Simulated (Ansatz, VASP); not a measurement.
One calculation of AlNi, two programs

File INCAR:

```
PREC = Accurate ; ENCUT = 600
EDIFF = 1E-6 ; ISMEAR = 0
SIGMA = 0.15 ; LREAL = False
LASPH = True ; NELM = 120
ALGO = Normal ; ISIF = 2
LWAVE = False ; LCHARG = True
GGA = PS ; LELF = True
LVHAR = True ; NBANDS = 14
GGA_COMPAT = False
```

File KPOINTS:

```
Automatic mesh
0
Gamma
  20 20 20
```

POSCAR

```
AlNi
1.0
    2.9337196908      0.0000000000      0.0000000000
    0.0000000000      2.9337196908      0.0000000000
    0.0000000000      0.0000000000      2.7906114132
Al Ni
1 1
Direct
    0.0000000000      0.0000000000      0.0000000000
    0.5000000000      0.5000000000      0.5000000000
```

Input for Ansatz:

```yaml
crystal:
  lattice:
    - [2.9337196908, 0.0, 0.0]
    - [0.0, 2.9337196908, 0.0]
    - [0.0, 0.0, 2.7906114132]
  atoms:
    - { symbol: Al, position: [0.0, 0.0, 0.0] }
    - { symbol: Ni, position: [0.5, 0.5, 0.5] }
basis:
  ecutwfc: 420
kpoints:
  mp_grid: { grid: [20, 20, 20] }
hamiltonian:
  xc: pbesol
scf:
  occupations: { method: gaussian, width: 0.15 }
output:
  forces: true
  stress: true
  eigenvalues: true
```

Change from the starting cell: strain +0.025 along x and y, -0.025 along z, atoms carried along.

Alike in both runs: task single point; functional PBEsol; k mesh 20 × 20 × 20; occupations gaussian, width 0.15 eV; no spin polarisation.

```csv
,VASP,Ansatz
version,VASP 6.6.1,Ansatz 0.2.0
potentials or method,"VASP PAW PBE potentials, release 64 (Al, Ni), cutoff 600 eV","scalar-relativistic, plane waves, PAW"
valence electrons in the cell,13,21
```

```tsv
	VASP	Ansatz	Ansatz less VASP
gap on the k mesh at the Fermi level (eV)	none	none	-
pressure (GPa)	-3.7	-3.8	-0.06
traceless stress, the component that is largest in VASP (GPa)	2.89	2.83	-0.059
```

VASP's potentials were made for PBE, not for PBEsol. A gap of «none» marks a metal or a gap that the smearing closes. VASP's potentials hold 13 valence electrons a cell and Ansatz's 21, so a difference there can come from the potentials and not from the codes.
